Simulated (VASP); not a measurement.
KCd (CsCl type):

```
K Cd
1.0
     4.48254    0.00000    0.00000
     0.00000    4.48254    0.00000
     0.00000    0.00000    4.48254
K Cd
1 1
Direct
  0.00000 0.00000 0.00000
  0.50000 0.50000 0.50000
```

* Program: VASP 6.6.1
* Task: relaxation of cell and atoms
* Functional: PBE
* Potentials or basis: VASP PAW PBE potentials, release 64 (K_sv, Cd)
* Cutoff: 600 eV
* k mesh: 9 × 9 × 9
* Occupations: fermi-dirac, width 0.05 eV
* Spin: no spin polarisation

At the start: pressure -0.7 GPa; volume 45.03 Å³/atom.

Question: Where does the relaxation end?

Answer: Over 4 steps the energy falls by 10.2 meV/atom and the volume is 40.74 Å³/atom (-9.5 %); space group Pm-3m (No. 221, to 0.1 Å) before and after.

Step by step:
| step | energy change (eV) | largest force (eV/Å) | pressure (GPa) | volume (Å³) |
| --- | --- | --- | --- | --- |
| 1 | 0.0000 | 0.0000 | -0.70 | 90.07 |
| 2 | -0.0099 | 0.0000 | -0.53 | 87.51 |
| 3 | -0.0197 | 0.0000 | -0.14 | 82.99 |
| 4 | -0.0203 | 0.0000 | 0.02 | 81.48 |

Final structure:
```
K Cd
1.0
     4.33524    0.00000    0.00000
     0.00000    4.33524    0.00000
     0.00000    0.00000    4.33524
K Cd
1 1
Direct
  0.00000 0.00000 0.00000
  0.50000 0.50000 0.50000
```
